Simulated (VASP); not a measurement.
# Si62P (a cell with a defect) in VASP: a series of runs, part 2 of 2

VASP 6.6.1.

## Step 3: Single point, PBE

INCAR reads:

```
SYSTEM = Si62P
ALGO     = Normal         ! electronic algorithm
EDIFF    = 1E-6           ! SCF threshold, eV
ENCUT    = 520            ! plane-wave cutoff, eV
GGA      = PE             ! functional
ISIF     = 2              ! what is computed and relaxed
ISMEAR   = 0              ! smearing method
LASPH    = .True.         ! aspherical terms in the spheres
LCHARG   = .False.        ! write CHGCAR
LREAL    = Auto         
LWAVE    = .False.        ! write WAVECAR
NBANDS   = 164            ! bands
NELECT   = 254.0        
NELM     = 100            ! most SCF steps
PREC     = Accurate       ! precision mode
SIGMA    = 0.02           ! smearing width, eV
```

KPOINTS reads:

```
k-points
0
Gamma
  1 1 1
  0 0 0
```

POSCAR reads:

```
Si62P
1.0
   10.8600000000      0.0000000000      0.0000000000
    0.0000000000     10.8600000000      0.0000000000
    0.0000000000      0.0000000000     10.8600000000
Si P
62 1
Direct
    0.5008819627      0.0001044815      0.0001044815
    0.6259513918      0.1244405877      0.1244405877
    0.7559142666      0.2446048751      0.0003743871
    0.8789989464      0.3723282121      0.1246163125
    0.7559142666      0.0003743871      0.2446048751
    0.8789989464      0.1246163125      0.3723282121
    0.2485214259      0.2485214259      0.0093100167
    0.3760721442      0.3760721442      0.1277524953
    0.4989802040      0.4989802040     -0.0012259799
    0.6235123499      0.6235123499      0.1229737612
    0.7497982152      0.7497982152     -0.0009635746
    0.8800194013      0.8800194013      0.1101059640
    0.2485214259      0.0093100167      0.2485214259
    0.3760721442      0.1277524953      0.3760721442
    0.5031171989      0.2510951720      0.2510951720
    0.6276201071      0.3757721749      0.3757721749
    0.7519210707      0.5000396069      0.2483085481
    0.8759490790      0.6272994866      0.3716947751
    0.4989802040     -0.0012259799      0.4989802040
    0.6235123499      0.1229737612      0.6235123499
    0.7519210707      0.2483085481      0.5000396069
    0.8759490790      0.3716947751      0.6272994866
    0.7497982152     -0.0009635746      0.7497982152
    0.8800194013      0.1101059640      0.8800194013
    0.0001044815      0.5008819627      0.0001044815
    0.1244405877      0.6259513918      0.1244405877
    0.2446048751      0.7559142666      0.0003743871
    0.3723282121      0.8789989464      0.1246163125
    0.0093100167      0.2485214259      0.2485214259
    0.1277524953      0.3760721442      0.3760721442
    0.2510951720      0.5031171989      0.2510951720
    0.3757721749      0.6276201071      0.3757721749
    0.5000396069      0.7519210707      0.2483085481
    0.6272994866      0.8759490790      0.3716947751
    0.0001044815      0.0001044815      0.5008819627
    0.1244405877      0.1244405877      0.6259513918
    0.2510951720      0.2510951720      0.5031171989
    0.3757721749      0.3757721749      0.6276201071
    0.4997241584      0.4997241584      0.4997241584
    0.6237457427      0.6237457427      0.6237457427
    0.7495138336      0.7495138336      0.4983891468
    0.8739057943      0.8739057943      0.6238098201
    0.2446048751      0.0003743871      0.7559142666
    0.3723282121      0.1246163125      0.8789989464
    0.5000396069      0.2483085481      0.7519210707
    0.6272994866      0.3716947751      0.8759490790
    0.7495138336      0.4983891468      0.7495138336
    0.8739057943      0.6238098201      0.8739057943
    0.0003743871      0.7559142666      0.2446048751
    0.1246163125      0.8789989464      0.3723282121
   -0.0012259799      0.4989802040      0.4989802040
    0.1229737612      0.6235123499      0.6235123499
    0.2483085481      0.7519210707      0.5000396069
    0.3716947751      0.8759490790      0.6272994866
    0.0003743871      0.2446048751      0.7559142666
    0.1246163125      0.3723282121      0.8789989464
    0.2483085481      0.5000396069      0.7519210707
    0.3716947751      0.6272994866      0.8759490790
    0.4983891468      0.7495138336      0.7495138336
    0.6238098201      0.8739057943      0.8739057943
   -0.0009635746      0.7497982152      0.7497982152
    0.1101059640      0.8800194013      0.8800194013
    0.1212370878      0.1212370878      0.1212370878
```

Potentials or basis: VASP PAW PBE potentials, release 64 (Si, P).

Launch:

```console
> cat potpaw_PBE.64/Si/POTCAR potpaw_PBE.64/P/POTCAR > POTCAR
> mpirun -np 1 vasp_gam > vasp.out
```

OUTCAR:

```text
SYSTEM = Si62P
   EDIFF = 1E-6
   ENCUT = 520
   GGA = PE
   ISIF = 2
   ISMEAR = 0
   LASPH = .True.
   LREAL = Auto
   NELECT = 254.0
   NELM = 100
   PREC = Accurate

 ion  position               nearest neighbor table
   1  0.501  0.000  0.000-   2 2.34  28 2.35  44 2.35  60 2.35
   2  0.626  0.124  0.124-   1 2.34   3 2.35   5 2.35  15 2.36
   3  0.756  0.245  0.000-   2 2.35   4 2.35  24 2.38  46 2.38
   4  0.879  0.372  0.125-  25 2.35   3 2.35  29 2.37  17 2.37
   5  0.756  0.000  0.245-   2 2.35   6 2.35  12 2.38  34 2.38
   6  0.879  0.125  0.372-  35 2.35   5 2.35  29 2.37  21 2.37
   7  0.249  0.249  0.009-  63 2.30   8 2.34  56 2.37  44 2.37
   8  0.376  0.376  0.128-   7 2.34   9 2.35  15 2.35  31 2.35
   9  0.499  0.499  0.999-  10 2.34   8 2.35  46 2.37  58 2.37
  10  0.624  0.624  0.123-   9 2.34  11 2.36  17 2.37  33 2.37
  11  0.750  0.750  0.999-  12 2.34  48 2.35  60 2.35  10 2.36
  12  0.880  0.880  0.110-  11 2.34   5 2.38  49 2.38
  13  0.249  0.009  0.249-  63 2.30  14 2.34  50 2.37  28 2.37
  14  0.376  0.128  0.376-  13 2.34  19 2.35  15 2.35  37 2.35
  15  0.503  0.251  0.251-  16 2.34  14 2.35   8 2.35   2 2.36
  16  0.628  0.376  0.376-  15 2.34  39 2.36  21 2.36  17 2.36
[... 340 lines left out ...]
      2      -5.7651      2.00000
      3      -5.1674      2.00000
      4      -5.1674      2.00000
      5      -5.1306      2.00000
      6      -5.1306      2.00000
[... 131 lines left out ...]
    138       6.9223      0.00000
    139       6.9469      0.00000
 [bands above 139 left out]

------------------------ aborting loop because EDIFF is reached ----------------------------------------

  FORCE on cell =-STRESS in cart. coord.  units (eV):
  Direction    XX          YY          ZZ          XY          YZ          ZX
  --------------------------------------------------------------------------------------
  -------------------------------------------------------------------------------------
  Total       22.4549004     22.4549004     22.4549004      6.9119629      6.9119629      6.9119629
  in kB       28.0887388     28.0887388     28.0887388      8.6461448      8.6461448      8.6461448
  external PRESSURE =      28.0887388 kB  Pullay stress =       0.0000000 kB

 VOLUME and BASIS-vectors are now :
 -----------------------------------------------------------------------------
  energy-cutoff  :      520.00
  volume of cell :     1280.82
      direct lattice vectors                 reciprocal lattice vectors
    10.860000000  0.000000000  0.000000000     0.092081031  0.000000000  0.000000000
     0.000000000 10.860000000  0.000000000     0.000000000  0.092081031  0.000000000
     0.000000000  0.000000000 10.860000000     0.000000000  0.000000000  0.092081031

 POSITION                                       TOTAL-FORCE (eV/Angst)
 -----------------------------------------------------------------------------------
      5.43958      0.00113      0.00113         0.008681      0.001445      0.001445
      6.79783      1.35142      1.35142         0.003842     -0.002197     -0.002197
      8.20923      2.65641      0.00407        -0.005220      0.002496     -0.003744
      9.54593      4.04348      1.35333        -0.002523     -0.004161     -0.006250
      8.20923      0.00407      2.65641        -0.005220     -0.003744      0.002496
      9.54593      1.35333      4.04348        -0.002523     -0.006250     -0.004161
[... 55 lines left out ...]
      1.19575      9.55701      9.55701        -0.004489      0.006353      0.006353
      1.31663      1.31663      1.31663         0.013621      0.013621      0.013621
 -----------------------------------------------------------------------------------
    total drift:                                0.015568      0.015568      0.015568

  FREE ENERGIE OF THE ION-ELECTRON SYSTEM (eV)
  ---------------------------------------------------
  free  energy   TOTEN  =      -326.5209760844 eV

  energy  without entropy=     -326.4984085010  energy(sigma->0) =     -326.50969229
```

OSZICAR:

```text
N       E                     dE             d eps       ncg     rms          rms(c)
DAV:   1     0.129289503565E+04    0.12929E+04   -0.11078E+05   328   0.136E+03
DAV:   2    -0.174135136921E+03   -0.14670E+04   -0.13838E+04   444   0.219E+02
DAV:   3    -0.327889212922E+03   -0.15375E+03   -0.14893E+03   400   0.641E+01
DAV:   4    -0.332858151765E+03   -0.49689E+01   -0.49179E+01   384   0.138E+01
DAV:   5    -0.333016723612E+03   -0.15857E+00   -0.15794E+00   392   0.247E+00    0.277E+01
DAV:   6    -0.328378420494E+03    0.46383E+01   -0.31601E+00   368   0.283E+00    0.170E+01
DAV:   7    -0.326484523732E+03    0.18939E+01   -0.53890E+00   360   0.386E+00    0.140E+00
DAV:   8    -0.326505698672E+03   -0.21175E-01   -0.29848E-01   376   0.114E+00    0.879E-01
DAV:   9    -0.326509995388E+03   -0.42967E-02   -0.40048E-02   368   0.380E-01    0.526E-01
DAV:  10    -0.326518186630E+03   -0.81912E-02   -0.14899E-02   384   0.224E-01    0.225E-01
DAV:  11    -0.326520229377E+03   -0.20427E-02   -0.18675E-03   368   0.848E-02    0.115E-01
DAV:  12    -0.326520888685E+03   -0.65931E-03   -0.79779E-04   352   0.573E-02    0.439E-02
DAV:  13    -0.326520969459E+03   -0.80774E-04   -0.15237E-04   392   0.245E-02    0.165E-02
DAV:  14    -0.326520972989E+03   -0.35307E-05   -0.13990E-05   384   0.775E-03    0.793E-03
DAV:  15    -0.326520975404E+03   -0.24147E-05   -0.47180E-06   336   0.402E-03    0.324E-03
DAV:  16    -0.326520976084E+03   -0.68031E-06   -0.72872E-07   200   0.173E-03
   1 F= -.32652098E+03 E0= -.32650969E+03  d E =-.225676E-01
```

It took 3.5 min on 1 thread of Intel Xeon 6975P-C (Granite Rapids), shared host; peak memory 1 GiB.

Results:

```yaml
Free_energy: -326.5210 eV
Largest_force: 0.024 eV/Å
```

Forces on the atoms (eV/Å):
```
Si   0.009  0.001  0.001
Si   0.004 -0.002 -0.002
Si  -0.005  0.002 -0.004
Si  -0.003 -0.004 -0.006
Si  -0.005 -0.004  0.002
Si  -0.003 -0.006 -0.004
Si  -0.009 -0.009 -0.001
Si   0.003  0.003 -0.006
Si   0.002  0.002  0.005
Si   0.003  0.003  0.006
Si  -0.002 -0.002  0.000
Si   0.006  0.006 -0.004
Si  -0.009 -0.001 -0.009
Si   0.003 -0.006  0.003
Si   0.001 -0.005 -0.005
Si  -0.004  0.006  0.006
Si   0.000 -0.004 -0.005
Si   0.003 -0.001  0.012
Si   0.002  0.005  0.002
Si   0.003  0.006  0.003
Si   0.000 -0.005 -0.004
Si   0.003  0.012 -0.001
Si  -0.002  0.000 -0.002
Si   0.006 -0.004  0.006
Si   0.001  0.009  0.001
Si  -0.002  0.004 -0.002
Si   0.002 -0.005 -0.004
Si  -0.004 -0.003 -0.006
Si  -0.001 -0.009 -0.009
Si  -0.006  0.003  0.003
Si  -0.005  0.001 -0.005
Si   0.006 -0.004  0.006
Si  -0.004  0.000 -0.005
Si  -0.001  0.003  0.012
Si   0.001  0.001  0.009
Si  -0.002 -0.002  0.004
Si  -0.005 -0.005  0.001
Si   0.006  0.006 -0.004
Si  -0.005 -0.005 -0.005
Si   0.008  0.008  0.008
Si  -0.004 -0.004  0.001
Si  -0.001 -0.001  0.005
Si   0.002 -0.004 -0.005
Si  -0.004 -0.006 -0.003
Si  -0.004 -0.005  0.000
Si  -0.001  0.012  0.003
Si  -0.004  0.001 -0.004
Si  -0.001  0.005 -0.001
Si  -0.004 -0.005  0.002
Si  -0.006 -0.003 -0.004
Si   0.005  0.002  0.002
Si   0.006  0.003  0.003
Si  -0.005  0.000 -0.004
Si   0.012  0.003 -0.001
Si  -0.004  0.002 -0.005
Si  -0.006 -0.004 -0.003
Si  -0.005 -0.004  0.000
Si   0.012 -0.001  0.003
Si   0.001 -0.004 -0.004
Si   0.005 -0.001 -0.001
Si   0.000 -0.002 -0.002
Si  -0.004  0.006  0.006
P    0.014  0.014  0.014
```

Levels at points of the mesh, in eV from the Fermi level:
| k point | band 123 | band 124 | band 125 | band 126 | band 127 | band 128 | band 129 | band 130 |
| --- | --- | --- | --- | --- | --- | --- | --- | --- |
| (0.00, 0.00, 0.00) | -1.28 | -0.87 | -0.87 | -0.49 | 0.00 | 0.00 | 0.10 | 0.10 |

Caveat: the k points lie up to 0.58 Å⁻¹ apart; the cell carries a net charge on a neutralising background, which shifts energy and pressure; the cell is charged against a uniform background, so pressure and absolute levels hang on convention.
